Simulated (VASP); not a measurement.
# Co (Im-3m) in VASP: a series of runs

Co is run at these levels: LDA; tasks: single point.

All numbers are computed with VASP 6.6.1; they aren't measurements. Logs are shortened: lines on timing, memory, paths and dates and some standing lists are left out, and cuts for length are marked.

## (1) The cell of the first run

The structure is cubic, space group Im-3m (No. 229). The conventional cell has a = 2.700 Å, b = 2.700 Å, c = 2.700 Å, α = 90.00°, β = 90.00°, γ = 90.00°. Within 3.1 Å of Co (site symmetry m-3m) lie 14 Co at 2.34 to 2.70 Å.

## (2) Single point, LDA, collinear spin, antiferromagnetic start

INCAR reads:

```
  ALGO = Normal
  EDIFF = 1E-6
  ENCUT = 520
  GGA = CA
  ISIF = 2
  ISMEAR = -1
  ISPIN = 2
  LASPH = T
  LCHARG = F
  LMAXMIX = 4
  LORBIT = 11
  LREAL = F
  LWAVE = F
  MAGMOM = 1.7 -1.7
  NBANDS = 20
  NELM = 150
  PREC = Accurate
  SIGMA = 0.05
```

KPOINTS reads:

```
k-points
0
Gamma
  11 11 11
```

POSCAR reads:

```
Co
1.0
    2.7004234380      0.0000000000      0.0000000000
    0.0000000000      2.7004234380      0.0000000000
    0.0000000000      0.0000000000      2.7004234380
Co
2
Direct
    0.0000000000      0.0000000000      0.0000000000
    0.5000000000      0.5000000000      0.5000000000
```

Potentials or basis: VASP PAW LDA potentials, release 64 (Co).

Run with:

```console
$ cat potpaw_LDA.64/Co/POTCAR > POTCAR
$ mpirun -np 1 vasp_std > vasp.out
```

OUTCAR:

```text
EDIFF = 1E-6
   ENCUT = 520
   GGA = CA
   ISIF = 2
   ISMEAR = -1
   ISPIN = 2
   LASPH = T
   LORBIT = 11
   LREAL = F
   NELM = 150
   PREC = Accurate

 ion  position               nearest neighbor table
   1  0.000  0.000  0.000-   2 2.34   2 2.34   2 2.34   2 2.34   2 2.34   2 2.34   2 2.34   2 2.34

   2  0.500  0.500  0.500-   1 2.34   1 2.34   1 2.34   1 2.34   1 2.34   1 2.34   1 2.34   1 2.34

  LATTYP: Found a simple cubic cell.
 ALAT       =     2.7004234380

  Lattice vectors:

 A1 = (   2.7004234380,   0.0000000000,   0.0000000000)
 A2 = (   0.0000000000,   2.7004234380,   0.0000000000)
 A3 = (   0.0000000000,   0.0000000000,   2.7004234380)

Analysis of symmetry for initial positions (statically):
=====================================================================
 Subroutine PRICEL returns following result:

  LATTYP: Found a body centered cubic cell.
 ALAT       =     2.7004234380

  Lattice vectors:

 A1 = (   1.3502117190,   1.3502117190,  -1.3502117190)
 A2 = (  -1.3502117190,   1.3502117190,   1.3502117190)
 A3 = (   1.3502117190,  -1.3502117190,   1.3502117190)

   2 primitive cells build up your supercell.

 Routine SETGRP: Setting up the symmetry group for a
 simple cubic supercell.

 Subroutine GETGRP returns: Found 48 space group operations
 (whereof 48 operations were pure point group operations)
 out of a pool of 48 trial point group operations.

The static configuration has the point symmetry O_h .

Analysis of symmetry for dynamics (positions and initial velocities):
=====================================================================
 Subroutine PRICEL returns following result:

  LATTYP: Found a body centered cubic cell.
 ALAT       =     2.7004234380

  Lattice vectors:

 A1 = (   1.3502117190,   1.3502117190,  -1.3502117190)
 A2 = (  -1.3502117190,   1.3502117190,   1.3502117190)
 A3 = (   1.3502117190,  -1.3502117190,   1.3502117190)

   2 primitive cells build up your supercell.

 Routine SETGRP: Setting up the symmetry group for a
 simple cubic supercell.

 Subroutine GETGRP returns: Found 48 space group operations
 (whereof 48 operations were pure point group operations)
 out of a pool of 48 trial point group operations.

The dynamic configuration has the point symmetry O_h .

Analysis of structural, dynamic, and magnetic symmetry:
=====================================================================
 Subroutine PRICEL returns following result:

  LATTYP: Found a body centered cubic cell.
 ALAT       =     2.7004234380

  Lattice vectors:

 A1 = (   1.3502117190,   1.3502117190,  -1.3502117190)
 A2 = (  -1.3502117190,   1.3502117190,   1.3502117190)
 A3 = (   1.3502117190,  -1.3502117190,   1.3502117190)

   2 primitive cells build up your supercell.

 Routine SETGRP: Setting up the symmetry group for a
 simple cubic supercell.

 Subroutine GETGRP returns: Found 48 space group operations
 (whereof 48 operations were pure point group operations)
 out of a pool of 48 trial point group operations.

The overall configuration has the point symmetry O_h .

 Subroutine INISYM returns: Found 48 space group operations
 (whereof 48 operations are pure point group operations),
 and found     2 'primitive' translations

----------------------------------------------------------------------------------------

                                     Primitive cell

  volume of cell :       9.8461

  direct lattice vectors                    reciprocal lattice vectors
     1.350211719  1.350211719 -1.350211719     0.370312295  0.370312295  0.000000000
    -1.350211719  1.350211719  1.350211719    -0.000000000  0.370312295  0.370312295
     1.350211719 -1.350211719  1.350211719     0.370312295  0.000000000  0.370312295

  length of vectors
     2.338635298  2.338635298  2.338635298     0.523700669  0.523700669  0.523700669

  position of ions in fractional coordinates (direct lattice)
     0.000000000  0.000000000  0.000000000

  ion indices of the primitive-cell ions
   primitive index   ion index
                 1           1

----------------------------------------------------------------------------------------

 KPOINTS: k-points

Automatic generation of k-mesh.
 Grid dimensions read from file:
 generate k-points for:   11   11   11

 Generating k-lattice:

  Cartesian coordinates                     Fractional coordinates (reciprocal lattice)
     0.033664754  0.000000000  0.000000000     0.090909091  0.000000000  0.000000000
     0.000000000  0.033664754  0.000000000     0.000000000  0.090909091  0.000000000
     0.000000000  0.000000000  0.033664754     0.000000000  0.000000000  0.090909091

  Length of vectors
     0.033664754  0.033664754  0.033664754

  Shift w.r.t. Gamma in fractional coordinates (k-lattice)
     0.000000000  0.000000000  0.000000000

 Subroutine IBZKPT returns following result:
 ===========================================

 Found     56 irreducible k-points:

 Following reciprocal coordinates:
            Coordinates               Weight
  0.000000  0.000000  0.000000      1.000000
  0.090909  0.000000  0.000000      6.000000
  0.181818  0.000000  0.000000      6.000000
  0.272727  0.000000  0.000000      6.000000
  0.363636  0.000000  0.000000      6.000000
  0.454545  0.000000  0.000000      6.000000
[... 16 lines left out ...]
  0.181818  0.090909  0.090909     24.000000
  0.272727  0.090909  0.090909     24.000000
 [... further k-points ...]
   k-points           NKPTS =     56   k-points in BZ     NKDIM =     56   number of bands    NBANDS=     20
   number of dos      NEDOS =    301   number of ions     NIONS =      2
   total plane-waves  NPLWV =   8000
   dimension x,y,z NGX =    20 NGY =   20 NGZ =   20
   dimension x,y,z NGXF=    40 NGYF=   40 NGZF=   40
   ions per type =               2
   NGX,Y,Z   is equivalent  to a cutoff of  12.31, 12.31, 12.31 a.u.
   NGXF,Y,Z  is equivalent  to a cutoff of  24.63, 24.63, 24.63 a.u.
 SYSTEM =  unknown system
   PREC   = accura    normal or accurate (medium, high low for compatibility)
   ISTART =      0    job   : 0-new  1-cont  2-samecut
   ICHARG =      2    charge: 1-file 2-atom 10-const
   ISPIN  =      2    spin polarized calculation?
   LNONCOLLINEAR =      F non collinear calculations
   LSORBIT =      F    spin-orbit coupling
   LASPH  =      T    aspherical Exc in radial PAW
   ENCUT  =  520.0 eV  38.22 Ry    6.18 a.u.   5.02  5.02  5.02*2*pi/ulx,y,z
   NELM   =    150;   NELMIN=  2; NELMDL= -5     # of ELM steps
   EDIFF  = 0.1E-05   stopping-criterion for ELM
   LREAL  =      F    real-space projection
   EDIFFG = 0.1E-04   stopping-criterion for IOM
   NSW    =      0    number of steps for IOM
   IBRION =     -1    ionic relax: 0-MD 1-quasi-New 2-CG
   NFREE  =      0    steps in history (QN), initial steepest desc. (CG)
   ISIF   =      2    stress and relaxation
   ISYM   =      2    0-nonsym 1-usesym 2-fastsym
   POTIM  = 0.5000    time-step for ionic-motion
   TEBEG  =    0.0;   TEEND  =   0.0 temperature during run
   PSTRESS=    0.0 pullay stress
   NELECT =      18.0000    total number of electrons
   NUPDOWN=      -1.0000    fix difference up-down
   EMIN   =  10.00;   EMAX   =-10.00  energy-range for DOS
   EFERMI =   0.00;   METHOD = LEGACY
   ISMEAR =    -1;   SIGMA  =   0.05  broadening in eV -4-tet -1-fermi 0-gaus
   EFERMI_NEDOS =   21; number of points for ismear=-14 and -15
   IALGO  =     38    algorithm
   IMIX   =      4    mixing-type and parameters
     AMIX     =   0.40;   BMIX     =  1.00
     AMIX_MAG =   1.60;   BMIX_MAG =  1.00
  volume/ion in A,a.u.               =       9.85        66.44
  Fermi-wavevector in a.u.,A,eV,Ry     =   1.588792  3.002382 34.344656  2.524261
  Thomas-Fermi vector in A             =   2.687741
   LORBIT       =     11    0 simple, 1 ext, 2 COOP (PROOUT), +10 PAW based schemes
   GGA     = CA    functional components
   LHFCALC =     F    Hartree Fock is set to
   AEXX    =    0.0000 exact exchange contribution
   IVDW    =     0    specifies the selected vdW correction
   LEPSILON=     F    determine dielectric tensor
   LRPA    =     F    only Hartree local field effects (RPA)
 spin polarized calculation
  energy-cutoff  :      520.00
  volume of cell :       19.69
 maximum number of plane-waves:       540
   NGX = 11   NGY = 11   NGZ = 11

 number of electron      17.9999994 magnetization       0.0000000

 number of electron      17.9999993 magnetization      -0.0000000

 Free energy of the ion-electron system (eV)
  ---------------------------------------------------
  ext. energy  EPLUGINS =         0.00000000
  ---------------------------------------------------
  free energy    TOTEN  =       -15.63109820 eV

  energy without entropy =      -15.59267264  energy(sigma->0) =      -15.61188542

 E-fermi :  11.3154     XC(G=0): -14.3270

 val. band max:       11.3063532973   @ k =   0.2727   0.0000   0.0000
 cond. band min:      11.3340277937   @ k =   0.4545   0.4545   0.2727
 fundamental gap:      0.0276744964
 Fermi energy:        11.3154321185

 spin component 1

 k-point     1 :       0.0000    0.0000    0.0000
  band No.  band energies     occupation
      1       1.9729      1.00000
      2       6.5344      1.00000
      3       6.5344      1.00000
      4       9.2488      1.00000
      5       9.2488      1.00000
      6       9.2488      1.00000
[... 12 lines left out ...]
     19      38.1065      0.00000
     20      38.1065      0.00000

 k-point     2 :       0.0909    0.0000    0.0000
  band No.  band energies     occupation
      1       2.1609      1.00000
      2       6.6126      1.00000
      3       6.6190      1.00000
      4       9.2448      1.00000
      5       9.2448      1.00000
      6       9.3009      1.00000
[... 12 lines left out ...]
     19      37.9919      0.00000
     20      37.9919      0.00000
[... 465 lines left out ...]
      3       6.9980      1.00000
      4       9.0084      1.00000
      5       9.0845      1.00000
      6       9.8482      1.00000
[... 12 lines left out ...]
     19      37.6736      0.00000
     20      38.5523      0.00000

 k-point    24 :       0.2727    0.0909    0.0909
  band No.  band energies     occupation
      1       3.9003      1.00000
      2       7.2011      1.00000
      3       7.3473      1.00000
      4       8.9652      1.00000
      5       9.0267      1.00000
      6       9.9717      1.00000
[... 12 lines left out ...]
     19      37.5338      0.00000
     20      39.1610      0.00000

 [... further k-points ...]

 spin component 2

 k-point     1 :       0.0000    0.0000    0.0000
  band No.  band energies     occupation
      1       1.9729      1.00000
      2       6.5344      1.00000
      3       6.5344      1.00000
      4       9.2488      1.00000
      5       9.2488      1.00000
      6       9.2488      1.00000
[... 12 lines left out ...]
     19      38.1065      0.00000
     20      38.1065      0.00000

 k-point     2 :       0.0909    0.0000    0.0000
  band No.  band energies     occupation
      1       2.1609      1.00000
      2       6.6126      1.00000
      3       6.6190      1.00000
      4       9.2448      1.00000
      5       9.2448      1.00000
      6       9.3009      1.00000
[... 12 lines left out ...]
     19      37.9919      0.00000
     20      37.9919      0.00000
[... 465 lines left out ...]
      3       6.9980      1.00000
      4       9.0084      1.00000
      5       9.0845      1.00000
      6       9.8482      1.00000
[... 12 lines left out ...]
     19      37.6736      0.00000
     20      38.5523      0.00000

 k-point    24 :       0.2727    0.0909    0.0909
  band No.  band energies     occupation
      1       3.9003      1.00000
      2       7.2011      1.00000
      3       7.3473      1.00000
      4       8.9652      1.00000
      5       9.0267      1.00000
      6       9.9717      1.00000
[... 12 lines left out ...]
     19      37.5338      0.00000
     20      39.1610      0.00000

 [... further k-points ...]

------------------------ aborting loop because EDIFF is reached ----------------------------------------

  FORCE on cell =-STRESS in cart. coord.  units (eV):
  Direction    XX          YY          ZZ          XY          YZ          ZX
  --------------------------------------------------------------------------------------
  -------------------------------------------------------------------------------------
  Total       -0.1362651     -0.1362651     -0.1362651      0.0000000      0.0000000      0.0000000
  in kB      -11.0866321    -11.0866321    -11.0866321      0.0000000      0.0000000      0.0000000
  external PRESSURE =     -11.0866321 kB  Pullay stress =       0.0000000 kB

 VOLUME and BASIS-vectors are now :
 -----------------------------------------------------------------------------
  energy-cutoff  :      520.00
  volume of cell :       19.69
      direct lattice vectors                 reciprocal lattice vectors
     2.700423438  0.000000000  0.000000000     0.370312295  0.000000000  0.000000000
     0.000000000  2.700423438  0.000000000     0.000000000  0.370312295  0.000000000
     0.000000000  0.000000000  2.700423438     0.000000000  0.000000000  0.370312295

 POSITION                                       TOTAL-FORCE (eV/Angst)
 -----------------------------------------------------------------------------------
      0.00000      0.00000      0.00000        -0.000000     -0.000000     -0.000000
      1.35021      1.35021      1.35021         0.000000      0.000000      0.000000
 -----------------------------------------------------------------------------------
    total drift:                               -0.000000      0.000000      0.000000

  FREE ENERGIE OF THE ION-ELECTRON SYSTEM (eV)
  ---------------------------------------------------
  free  energy   TOTEN  =       -15.6310982025 eV

  energy  without entropy=      -15.5926726400  energy(sigma->0) =      -15.61188542

 total charge

# of ion       s       p       d       tot
------------------------------------------
    1        0.521   0.592   7.373   8.486
    2        0.521   0.592   7.373   8.486
--------------------------------------------------
tot          1.042   1.184  14.745  16.972

 magnetization (x)

# of ion       s       p       d       tot
------------------------------------------
    1        0.005   0.008   0.499   0.512
    2       -0.005  -0.008  -0.499  -0.512
--------------------------------------------------
tot          0.000  -0.000   0.000   0.000
```

Wall time 24 s (1 thread of Intel Xeon Platinum 8375C at 2.90GHz (Ice Lake), shared host); peak memory 0.14 GiB.

Results:

```
Free energy                                           : -15.6311 eV
Pressure                                              : -1.1 GPa
Band gap on the k mesh                                : zero (filled and empty bands overlap)
Net moment                                            : 0.00 μB per cell
Site moments                                          : Co +0.51, -0.51 μB
Valence electrons inside the program's atomic spheres : Co 8.49
```

Levels at points of the mesh, in eV from the Fermi level:
Spin up:
```
           k point  band 5  band 6  band 7  band 8  band 9  band 10  band 11  band 12  band 13  band 14
(0.00, 0.00, 0.00)   -2.07   -2.07   -0.30   -0.30    0.70     0.70     0.70    10.74    10.74    10.74
```
Spin down:
```tsv
k point	band 7	band 8	band 9	band 10	band 11	band 12
(0.00, 0.00, 0.00)	-0.30	-0.30	0.70	0.70	0.70	10.74
```

## (3) Single point, LDA, collinear spin, ferromagnetic start (volume scaled by 0.88)

INCAR reads:

```
SYSTEM = Co
PREC = Accurate
ENCUT = 520
EDIFF = 1E-6
ISMEAR = -1
SIGMA = 0.05
LREAL = .False.
LASPH = .True.
NELM = 150
ALGO = Normal
ISIF = 2
LWAVE = .False.
LCHARG = .True.
ISPIN = 2
MAGMOM = 1.655 1.655
LORBIT = 11
LMAXMIX = 4
GGA = CA
LELF = .True.
LVHAR = .True.
NBANDS = 20
```

KPOINTS reads:

```
regular mesh
0
Gamma
  13 13 13
  0 0 0
```

POSCAR reads:

```
Co
1.0
    2.5877724966      0.0000000000      0.0000000000
    0.0000000000      2.5877724966      0.0000000000
    0.0000000000      0.0000000000      2.5877724966
Co
2
Direct
    0.0000000000      0.0000000000      0.0000000000
    0.5000000000      0.5000000000      0.5000000000
```

Potentials or basis: VASP PAW LDA potentials, release 64 (Co).

Run with:

```console
$ cat potpaw_LDA.64/Co/POTCAR > POTCAR
$ mpirun -np 1 vasp_std > vasp.out
```

Run time: 31 s. Hardware: 1 thread of Intel Xeon Platinum 8375C at 2.90GHz (Ice Lake), shared host; peak memory 0.14 GiB.

It converged, with:

* Free energy: -15.4878 eV
* Pressure: 59.1 GPa
* Net moment: 2.83 μB per cell
* Site moments: Co +1.39 μB
* Valence electrons inside the program's atomic spheres: Co 8.82

Levels at points of the mesh, in eV from the Fermi level:
Spin up:
```tsv
k point	band 8	band 9	band 10	band 11	band 12	band 13
(0.00, 0.00, 0.00)	-1.42	-0.04	-0.04	-0.04	11.35	11.35
```
Spin down:
| k point | band 4 | band 5 | band 6 | band 7 | band 8 | band 9 | band 10 | band 11 | band 12 | band 13 |
| --- | --- | --- | --- | --- | --- | --- | --- | --- | --- | --- |
| (0.00, 0.00, 0.00) | -2.06 | -2.06 | -2.06 | 0.15 | 0.15 | 1.34 | 1.34 | 1.34 | 11.66 | 11.66 |
